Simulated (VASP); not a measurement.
A run of VASP 6.6.1 is set up as follows.

File POSCAR:

```
Si
1.0
    0.0000000000      2.7350000000      2.7350000000
    2.7350000000      0.0000000000      2.7350000000
    2.7350000000      2.7350000000      0.0000000000
Si
2
Direct
    0.0000000000      0.0000000000      0.0000000000
    0.2500000000      0.2500000000      0.2500000000
```

INCAR.step1

```
PREC = Accurate ; ENCUT = 520
EDIFF = 1E-5 ; ISMEAR = -1
SIGMA = 0.02 ; LREAL = False
LASPH = True ; NELM = 100
ALGO = Normal ; ISIF = 2
LWAVE = True ; LCHARG = False
NBANDS = 11 ; GGA = PE
```

The input INCAR.step2:

```
PREC = Accurate ; ENCUT = 520
EDIFF = 1E-6 ; ISMEAR = -1
SIGMA = 0.02 ; LREAL = False
LASPH = True ; NELM = 100
ALGO = Normal ; ISIF = 2
LWAVE = False ; LCHARG = False
GGA = PE ; LHFCALC = True
HFSCREEN = 0.2079 ; PRECFOCK = Normal
NBANDS = 11 ; ISTART = 1
```

The input KPOINTS:

```
regular mesh
0
Gamma
  3 3 3
```

Potentials or basis: VASP PAW PBE potentials, release 64 (Si).

Run with:

```bash
$ cat potpaw_PBE.64/Si/POTCAR > POTCAR
$ cp INCAR.step1 INCAR
$ mpirun -np 1 vasp_std > vasp.out
$ cp INCAR.step2 INCAR
$ mpirun -np 1 vasp_std > vasp.out
```

**Question.** Estimate the band gap on the k mesh.

**Answer.** 1.45 eV, indirect (least direct gap 3.39 eV).

**Question.** Predict the pressure.

**Answer.** -0.1 GPa.

Caveat: the k points lie up to 0.66 Å⁻¹ apart; the PAW data sets were made with another functional, which shifts forces and pressure a little. A k mesh can miss the band edges.
